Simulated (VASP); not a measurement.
**Na: electric field gradients with PBEsol**

Crystal: Na.

```xyz
1
Lattice="-2.1810 2.1810 2.1175 2.1810 -2.1810 2.1175 2.1810 2.1810 -2.1175" Properties=species:S:1:pos:R:3 pbc="T T T"
Na    0.0000    0.0000    0.0000
```

This cell differs from its parent crystal: equal xx and yy strain of +3 %.

```yaml
Program: VASP 6.6.1
Task: electric field gradients
Functional: PBEsol
Potentials_or_basis: VASP PAW PBE potentials, release 64 (Na_pv)
Cutoff: 520 eV
k_mesh: 12 × 12 × 12
Occupations: fermi-dirac, width 0.05 eV
Spin: no spin polarisation
Dipole_correction: no
Further_INCAR_settings: ALGO = Normal; EDIFF = 1e-08; NBANDS = 10
```

The pressure is -0.7 GPa, the band gap on the k mesh is zero (an odd number of electrons rules out a gap without spin polarisation) and the largest electric field gradient by atom is Na +0.16 V/Å².

Stress tensor (GPa, compression positive):
```
-0.65  0.00  0.00
 0.00 -0.65  0.00
 0.00  0.00 -0.73
```

Levels at points of the mesh, in eV from the Fermi level:
| k point | band 1 | band 2 | band 3 | band 4 | band 5 | band 6 | band 7 | band 8 | band 9 |
| --- | --- | --- | --- | --- | --- | --- | --- | --- | --- |
| (0.00, 0.00, 0.00) | -24.83 | -24.82 | -24.82 | -3.07 | 10.95 | 11.38 | 11.38 | 11.98 | 12.41 |
| (0.50, 0.00, 0.00) | -24.85 | -24.83 | -24.83 | 0.80 | 1.22 | 7.78 | 8.52 | 8.70 | 9.76 |
| (0.50, 0.50, 0.00) | -24.85 | -24.83 | -24.82 | 0.69 | 1.08 | 8.14 | 8.88 | 9.07 | 9.95 |
| (0.50, 0.50, 0.50) | -24.84 | -24.84 | -24.84 | 4.29 | 4.49 | 4.49 | 4.51 | 4.97 | 7.15 |

Wall time 15 s on 1 thread of Intel(R) Xeon(R) 6975P-C (Granite Rapids), with other jobs on the host, peak memory 0.18 GiB.

Caveat: the cell differs from its parent crystal (equal xx and yy strain of +3 %); without QUAD_EFG the Cq values of the log hold for a quadrupole moment of 1 mb, not for the nuclei; the PAW data sets were made with another functional, which shifts forces and pressure a little.
